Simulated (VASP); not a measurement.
# Rh (Im-3m) in VASP: a series of runs

The runs below take Rh through single point, with PBE.

All numbers are computed with VASP 6.6.1; they aren't measurements. Logs are shortened: lines on timing, memory, paths and dates and some standing lists are left out, and cuts for length are marked.

## 1. The cell of the first run

The structure is cubic, space group Im-3m (No. 229). Conventional cell: a = 3.152 Å, b = 3.152 Å, c = 3.152 Å, α = 90.00°, β = 90.00°, γ = 90.00°. Rh (site symmetry m-3m) has 14 Rh at 2.73 to 3.15 Å within 3.6 Å.

## 2. Single point, PBE (volume scaled by 1.08)

Contents of INCAR:

```
PREC     = Accurate       # precision mode
ENCUT    = 500            # plane-wave cutoff, eV
EDIFF    = 1E-6           # SCF threshold, eV
ISMEAR   = -1             # smearing method
SIGMA    = 0.1            # smearing width, eV
LREAL    = False          # projectors in reciprocal space
LASPH    = True           # aspherical terms in the spheres
NELM     = 120            # most SCF steps
ALGO     = Normal         # electronic algorithm
ISIF     = 2              # what is computed and relaxed
LWAVE    = False          # write WAVECAR
LCHARG   = True           # write CHGCAR
GGA      = PE             # functional
LELF     = True           # ELF
LVHAR    = True         
NBANDS   = 14             # bands
GGA_COMPAT= False
```

Contents of KPOINTS:

```
Automatic mesh
0
Gamma
  16 16 16
```

Contents of POSCAR:

```
Rh
1.0
   -1.5761221991      1.5761221991      1.5761221991
    1.5761221991     -1.5761221991      1.5761221991
    1.5761221991      1.5761221991     -1.5761221991
Rh
1
Direct
    0.0000000000      0.0000000000      0.0000000000
```

Potentials or basis: VASP PAW PBE potentials, release 64 (Rh_pv).

Command:

```
> cat potpaw_PBE.64/Rh_pv/POTCAR > POTCAR
> mpirun -np 1 vasp_std > vasp.out
```

OUTCAR:

```text
PREC = Accurate
   ENCUT = 500
   EDIFF = 1E-6
   ISMEAR = -1
   LREAL = False
   LASPH = True
   NELM = 120
   ISIF = 2
   GGA = PE

 ion  position               nearest neighbor table
   1  0.000  0.000  0.000-

  LATTYP: Found a body centered cubic cell.
 ALAT       =     3.1522443982

  Lattice vectors:

 A1 = (  -1.5761221991,   1.5761221991,   1.5761221991)
 A2 = (   1.5761221991,  -1.5761221991,   1.5761221991)
 A3 = (   1.5761221991,   1.5761221991,  -1.5761221991)

Analysis of symmetry for initial positions (statically):
=====================================================================
 Subroutine PRICEL returns:
 Original cell was already a primitive cell.

 Routine SETGRP: Setting up the symmetry group for a
 body centered cubic supercell.

 Subroutine GETGRP returns: Found 48 space group operations
 (whereof 48 operations were pure point group operations)
 out of a pool of 48 trial point group operations.

The static configuration has the point symmetry O_h .

Analysis of symmetry for dynamics (positions and initial velocities):
=====================================================================
 Subroutine PRICEL returns:
 Original cell was already a primitive cell.

 Routine SETGRP: Setting up the symmetry group for a
 body centered cubic supercell.

 Subroutine GETGRP returns: Found 48 space group operations
 (whereof 48 operations were pure point group operations)
 out of a pool of 48 trial point group operations.

The dynamic configuration has the point symmetry O_h .

 Subroutine INISYM returns: Found 48 space group operations
 (whereof 48 operations are pure point group operations),
 and found     1 'primitive' translations

----------------------------------------------------------------------------------------

                                     Primitive cell

  volume of cell :      15.6614

  direct lattice vectors                    reciprocal lattice vectors
    -1.576122199  1.576122199  1.576122199     0.000000000  0.317234286  0.317234286
     1.576122199 -1.576122199  1.576122199     0.317234286  0.000000000  0.317234286
     1.576122199  1.576122199 -1.576122199     0.317234286  0.317234286  0.000000000

  length of vectors
     2.729923728  2.729923728  2.729923728     0.448637029  0.448637029  0.448637029

  position of ions in fractional coordinates (direct lattice)
     0.000000000  0.000000000  0.000000000

  ion indices of the primitive-cell ions
   primitive index   ion index
                 1           1

----------------------------------------------------------------------------------------

 KPOINTS: Automatic mesh

Automatic generation of k-mesh.
 Grid dimensions read from file:
 generate k-points for:   16   16   16

 Generating k-lattice:

  Cartesian coordinates                     Fractional coordinates (reciprocal lattice)
     0.000000000  0.019827143  0.019827143     0.062500000  0.000000000  0.000000000
     0.019827143  0.000000000  0.019827143     0.000000000  0.062500000  0.000000000
     0.019827143  0.019827143  0.000000000     0.000000000  0.000000000  0.062500000

  Length of vectors
     0.028039814  0.028039814  0.028039814

  Shift w.r.t. Gamma in fractional coordinates (k-lattice)
     0.000000000  0.000000000  0.000000000

 Subroutine IBZKPT returns following result:
 ===========================================

 Found    145 irreducible k-points:

 Following reciprocal coordinates:
            Coordinates               Weight
  0.000000  0.000000  0.000000      1.000000
  0.062500  0.000000  0.000000     12.000000
  0.125000  0.000000  0.000000     12.000000
  0.187500  0.000000  0.000000     12.000000
  0.250000  0.000000  0.000000     12.000000
  0.312500  0.000000  0.000000     12.000000
[... 16 lines left out ...]
  0.187500  0.187500  0.000000     24.000000
  0.250000  0.187500  0.000000     48.000000
 [... further k-points ...]
   k-points           NKPTS =    145   k-points in BZ     NKDIM =    145   number of bands    NBANDS=     14
   number of dos      NEDOS =    301   number of ions     NIONS =      1
   total plane-waves  NPLWV =   8000
   dimension x,y,z NGX =    20 NGY =   20 NGZ =   20
   dimension x,y,z NGXF=    40 NGYF=   40 NGZF=   40
   ions per type =               1
   NGX,Y,Z   is equivalent  to a cutoff of  12.18, 12.18, 12.18 a.u.
   NGXF,Y,Z  is equivalent  to a cutoff of  24.36, 24.36, 24.36 a.u.
 SYSTEM =  unknown system
   PREC   = accura    normal or accurate (medium, high low for compatibility)
   ISTART =      0    job   : 0-new  1-cont  2-samecut
   ICHARG =      2    charge: 1-file 2-atom 10-const
   ISPIN  =      1    spin polarized calculation?
   LNONCOLLINEAR =      F non collinear calculations
   LSORBIT =      F    spin-orbit coupling
   LASPH  =      T    aspherical Exc in radial PAW
   ENCUT  =  500.0 eV  36.75 Ry    6.06 a.u.   4.98  4.98  4.98*2*pi/ulx,y,z
   NELM   =    120;   NELMIN=  2; NELMDL= -5     # of ELM steps
   EDIFF  = 0.1E-05   stopping-criterion for ELM
   LREAL  =      F    real-space projection
   EDIFFG = 0.1E-04   stopping-criterion for IOM
   NSW    =      0    number of steps for IOM
   IBRION =     -1    ionic relax: 0-MD 1-quasi-New 2-CG
   NFREE  =      0    steps in history (QN), initial steepest desc. (CG)
   ISIF   =      2    stress and relaxation
   ISYM   =      2    0-nonsym 1-usesym 2-fastsym
   POTIM  = 0.5000    time-step for ionic-motion
   TEBEG  =    0.0;   TEEND  =   0.0 temperature during run
   PSTRESS=    0.0 pullay stress
   NELECT =      15.0000    total number of electrons
   NUPDOWN=      -1.0000    fix difference up-down
   EMIN   =  10.00;   EMAX   =-10.00  energy-range for DOS
   EFERMI =   0.00;   METHOD = LEGACY
   ISMEAR =    -1;   SIGMA  =   0.10  broadening in eV -4-tet -1-fermi 0-gaus
   EFERMI_NEDOS =   21; number of points for ismear=-14 and -15
   IALGO  =     38    algorithm
   IMIX   =      4    mixing-type and parameters
     AMIX     =   0.40;   BMIX     =  1.00
     AMIX_MAG =   1.60;   BMIX_MAG =  1.00
  volume/ion in A,a.u.               =      15.66       105.69
  Fermi-wavevector in a.u.,A,eV,Ry     =   1.613722  3.049492 35.430911  2.604098
  Thomas-Fermi vector in A             =   2.708746
   LORBIT       =      0    0 simple, 1 ext, 2 COOP (PROOUT), +10 PAW based schemes
   GGA     = PE    functional components
   LHFCALC =     F    Hartree Fock is set to
   AEXX    =    0.0000 exact exchange contribution
   IVDW    =     0    specifies the selected vdW correction
   LEPSILON=     F    determine dielectric tensor
   LRPA    =     F    only Hartree local field effects (RPA)
 non-spin polarized calculation
  energy-cutoff  :      500.00
  volume of cell :       15.66
 maximum number of plane-waves:       420
   NGX =  9   NGY =  9   NGZ =  9

 number of electron      14.9999994 magnetization

 Free energy of the ion-electron system (eV)
  ---------------------------------------------------
  ext. energy  EPLUGINS =         0.00000000
  ---------------------------------------------------
  free energy    TOTEN  =        -6.88839649 eV

  energy without entropy =       -6.80294375  energy(sigma->0) =       -6.84567012

 E-fermi :   9.5409     XC(G=0): -13.1904

 val. band max:        9.5391728809   @ k =   0.3750   0.1875   0.0625
 cond. band min:       9.5434633778   @ k =  -0.1875   0.2500   0.0625
 fundamental gap:      0.0042904969
 Fermi energy:         9.5409404383

 k-point     1 :       0.0000    0.0000    0.0000
  band No.  band energies     occupation
      1     -36.3431      2.00000
      2     -36.3431      2.00000
      3     -36.3431      2.00000
      4       2.6526      2.00000
      5       7.0973      2.00000
      6       7.0973      2.00000
      7       7.0973      2.00000
      8       9.1663      1.95390
      9       9.1663      1.95390
     10      27.8049      0.00000
     11      27.8049      0.00000
     12      27.8049      0.00000
     13      30.8529      0.00000
     14      36.4957      0.00000

 k-point     2 :       0.0625    0.0000    0.0000
  band No.  band energies     occupation
      1     -36.3616      2.00000
      2     -36.3493      2.00000
      3     -36.3430      2.00000
      4       2.8002      2.00000
      5       7.0425      2.00000
      6       7.0975      2.00000
      7       7.2082      2.00000
      8       9.0997      1.97604
      9       9.1702      1.95211
     10      27.7944      0.00000
     11      27.8461      0.00000
     12      28.0002      0.00000
     13      30.8527      0.00000
     14      35.1575      0.00000

 k-point     3 :       0.1250    0.0000    0.0000
  band No.  band energies     occupation
      1     -36.4142      2.00000
      2     -36.3672      2.00000
      3     -36.3429      2.00000
      4       3.2222      2.00000
      5       6.8898      2.00000
      6       7.0912      2.00000
      7       7.5332      2.00000
      8       8.9502      1.99457
      9       9.1838      1.94529
     10      27.5486      0.00000
     11      27.8282      0.00000
     12      28.5629      0.00000
     13      30.8517      0.00000
     14      33.7572      0.00000

 k-point     4 :       0.1875    0.0000    0.0000
  band No.  band energies     occupation
      1     -36.4924      2.00000
      2     -36.3939      2.00000
      3     -36.3426      2.00000
      4       3.8381      2.00000
      5       6.6700      2.00000
      6       7.0957      2.00000
      7       8.0482      2.00000
      8       8.8314      1.99834
      9       9.2116      1.92844
     10      26.5681      0.00000
     11      27.4017      0.00000
     12      29.4256      0.00000
     13      30.8504      0.00000
     14      33.3283      0.00000

 k-point     5 :       0.2500    0.0000    0.0000
  band No.  band energies     occupation
      1     -36.5836      2.00000
      2     -36.4252      2.00000
      3     -36.3424      2.00000
      4       4.4418      2.00000
      5       6.4227      2.00000
      6       7.2778      2.00000
      7       8.7089      1.99951
      8       8.8233      1.99847
      9       9.2558      1.89075
     10      24.7490      0.00000
     11      26.5078      0.00000
[... 276 lines left out ...]
 k-point    22 :       0.4375    0.1250   -0.0000
  band No.  band energies     occupation
      1     -36.7942      2.00000
      2     -36.5272      2.00000
      3     -36.3676      2.00000
      4       4.9034      2.00000
      5       5.9355      2.00000
      6       8.5601      1.99989
      7       9.0491      1.98549
      8       9.9648      0.02843
      9      13.0445      0.00000
     10      17.6788      0.00000
     11      23.3652      0.00000
     12      25.8543      0.00000
     13      30.8529      0.00000
     14      33.1277      0.00000

 k-point    23 :       0.1875    0.1875    0.0000
  band No.  band energies     occupation
      1     -36.6659      2.00000
      2     -36.4588      2.00000
      3     -36.3764      2.00000
      4       5.2448      2.00000
      5       6.4305      2.00000
      6       6.7348      2.00000
      7       8.6911      1.99959
      8       9.4461      1.44163
      9      10.3799      0.00045
     10      23.6848      0.00000
     11      24.1625      0.00000
     12      28.0948      0.00000
     13      30.4648      0.00000
     14      30.8552      0.00000

 k-point    24 :       0.2500    0.1875    0.0000
  band No.  band energies     occupation
      1     -36.7145      2.00000
      2     -36.4989      2.00000
      3     -36.3825      2.00000
      4       5.3771      2.00000
      5       6.2485      2.00000
      6       7.1254      2.00000
      7       8.8046      1.99873
      8       9.5373      1.01796
      9      11.5790      0.00000
     10      21.6152      0.00000
     11      23.1628      0.00000
     12      27.1192      0.00000
     13      30.8541      0.00000
     14      31.1138      0.00000

 [... further k-points ...]
[... 5 lines left out ...]
  --------------------------------------------------------------------------------------
  -------------------------------------------------------------------------------------
  Total       -1.4172234     -1.4172234     -1.4172234     -0.0000000     -0.0000000      0.0000000
  in kB     -144.9837264   -144.9837264   -144.9837264     -0.0000000     -0.0000000      0.0000000
  external PRESSURE =    -144.9837264 kB  Pullay stress =       0.0000000 kB

 VOLUME and BASIS-vectors are now :
 -----------------------------------------------------------------------------
  energy-cutoff  :      500.00
  volume of cell :       15.66
      direct lattice vectors                 reciprocal lattice vectors
    -1.576122199  1.576122199  1.576122199     0.000000000  0.317234286  0.317234286
     1.576122199 -1.576122199  1.576122199     0.317234286  0.000000000  0.317234286
     1.576122199  1.576122199 -1.576122199     0.317234286  0.317234286  0.000000000

 POSITION                                       TOTAL-FORCE (eV/Angst)
 -----------------------------------------------------------------------------------
      0.00000      0.00000      0.00000        -0.000000      0.000000     -0.000000
 -----------------------------------------------------------------------------------
    total drift:                                0.000000     -0.000000     -0.000000

  FREE ENERGIE OF THE ION-ELECTRON SYSTEM (eV)
  ---------------------------------------------------
  free  energy   TOTEN  =        -6.8883964898 eV

  energy  without entropy=       -6.8029437530  energy(sigma->0) =       -6.84567012
```

Run time: 18 s. Hardware: 1 thread of AMD EPYC 9R45 (Zen 5), shared host; peak memory 0.11 GiB.

What came out:

| Quantity | Value |
| --- | --- |
| Free energy | -6.8884 eV |
| Pressure | -14.5 GPa |

## 3. Single point, PBE (volume scaled by 1.12)

Contents of INCAR:

```
ALGO = Normal
EDIFF = 1E-6
ENCUT = 500
GGA = PE
GGA_COMPAT = F
ISIF = 2
ISMEAR = -1
LASPH = T
LCHARG = F
LREAL = F
LWAVE = F
NBANDS = 14
NELM = 120
PREC = Accurate
SIGMA = 0.1
```

Contents of KPOINTS:

```
k-points
0
Gamma
  16 16 16
```

Contents of POSCAR:

```
Rh
1.0
   -1.5953450960      1.5953450960      1.5953450960
    1.5953450960     -1.5953450960      1.5953450960
    1.5953450960      1.5953450960     -1.5953450960
Rh
1
Direct
    0.0000000000      0.0000000000      0.0000000000
```

Potentials or basis: VASP PAW PBE potentials, release 64 (Rh_pv).

Command:

```
> cat potpaw_PBE.64/Rh_pv/POTCAR > POTCAR
> mpirun -np 1 vasp_std > vasp.out
```

OUTCAR:

```text
EDIFF = 1E-6
   ENCUT = 500
   GGA = PE
   ISIF = 2
   ISMEAR = -1
   LASPH = T
   LREAL = F
   NELM = 120
   PREC = Accurate

 ion  position               nearest neighbor table
   1  0.000  0.000  0.000-

  LATTYP: Found a body centered cubic cell.
 ALAT       =     3.1906901920

  Lattice vectors:

 A1 = (  -1.5953450960,   1.5953450960,   1.5953450960)
 A2 = (   1.5953450960,  -1.5953450960,   1.5953450960)
 A3 = (   1.5953450960,   1.5953450960,  -1.5953450960)

Analysis of symmetry for initial positions (statically):
=====================================================================
 Subroutine PRICEL returns:
 Original cell was already a primitive cell.

 Routine SETGRP: Setting up the symmetry group for a
 body centered cubic supercell.

 Subroutine GETGRP returns: Found 48 space group operations
 (whereof 48 operations were pure point group operations)
 out of a pool of 48 trial point group operations.

The static configuration has the point symmetry O_h .

Analysis of symmetry for dynamics (positions and initial velocities):
[... 167 lines left out ...]
      3     -36.8574      2.00000
      4       2.3311      2.00000
      5       6.6680      2.00000
      6       6.6680      2.00000
      7       6.6680      2.00000
      8       8.6292      1.94244
      9       8.6292      1.94244
     10      27.1537      0.00000
     11      27.1537      0.00000
     12      27.1537      0.00000
     13      30.3809      0.00000
     14      35.4499      0.00000
[... 377 lines left out ...]
      1     -37.1835      2.00000
      2     -36.9945      2.00000
      3     -36.8919      2.00000
      4       5.0231      2.00000
      5       5.8701      2.00000
      6       6.6930      2.00000
      7       8.2874      1.99806
      8       8.9728      1.04161
      9      10.9327      0.00000
     10      20.7233      0.00000
     11      22.2892      0.00000
     12      26.2091      0.00000
     13      30.2600      0.00000
     14      30.3823      0.00000

 [... further k-points ...]

------------------------ aborting loop because EDIFF is reached ----------------------------------------

  FORCE on cell =-STRESS in cart. coord.  units (eV):
  Direction    XX          YY          ZZ          XY          YZ          ZX
  --------------------------------------------------------------------------------------
  -------------------------------------------------------------------------------------
  Total       -1.9670139     -1.9670139     -1.9670139      0.0000000     -0.0000000      0.0000000
  in kB     -194.0412686   -194.0412686   -194.0412686      0.0000000     -0.0000000      0.0000000
  external PRESSURE =    -194.0412686 kB  Pullay stress =       0.0000000 kB

 VOLUME and BASIS-vectors are now :
 -----------------------------------------------------------------------------
  energy-cutoff  :      500.00
  volume of cell :       16.24
      direct lattice vectors                 reciprocal lattice vectors
    -1.595345096  1.595345096  1.595345096     0.000000000  0.313411814  0.313411814
     1.595345096 -1.595345096  1.595345096     0.313411814  0.000000000  0.313411814
     1.595345096  1.595345096 -1.595345096     0.313411814  0.313411814  0.000000000

 POSITION                                       TOTAL-FORCE (eV/Angst)
 -----------------------------------------------------------------------------------
      0.00000      0.00000      0.00000        -0.000000      0.000000      0.000000
 -----------------------------------------------------------------------------------
    total drift:                                0.000000     -0.000000      0.000000

  FREE ENERGIE OF THE ION-ELECTRON SYSTEM (eV)
  ---------------------------------------------------
  free  energy   TOTEN  =        -6.8267622731 eV

  energy  without entropy=       -6.7374714607  energy(sigma->0) =       -6.78211687
```

OSZICAR:

```text
N       E                     dE             d eps       ncg     rms          rms(c)
DAV:   1     0.119339869182E+03    0.11934E+03   -0.86474E+03  4072   0.107E+03
DAV:   2    -0.564722402673E+01   -0.12499E+03   -0.11925E+03  4402   0.330E+02
DAV:   3    -0.723242949779E+01   -0.15852E+01   -0.15817E+01  4912   0.410E+01
DAV:   4    -0.723971105436E+01   -0.72816E-02   -0.72808E-02  4846   0.284E+00
DAV:   5    -0.723979153604E+01   -0.80482E-04   -0.80473E-04  5068   0.269E-01    0.691E+00
DAV:   6    -0.683333042487E+01    0.40646E+00   -0.84921E-01  4930   0.118E+01    0.243E+00
DAV:   7    -0.682872236202E+01    0.46081E-02   -0.18610E-02  4852   0.102E+00    0.135E+00
DAV:   8    -0.682679515032E+01    0.19272E-02   -0.24812E-03  4774   0.652E-01    0.602E-02
DAV:   9    -0.682676101205E+01    0.34138E-04   -0.68809E-05  5008   0.112E-01    0.104E-02
DAV:  10    -0.682676301144E+01   -0.19994E-05   -0.39975E-06  4864   0.231E-02    0.368E-03
DAV:  11    -0.682676227312E+01    0.73832E-06   -0.10405E-07  2588   0.356E-03
   1 F= -.68267623E+01 E0= -.67821169E+01  d E =-.892908E-01
```

Run time: 21 s. Hardware: 1 thread of AMD EPYC 9R45 (Zen 5), shared host; peak memory 0.11 GiB.

What came out:

* Free energy: -6.8268 eV
* Pressure: -19.4 GPa

(Part 1 of 2 ends here.)
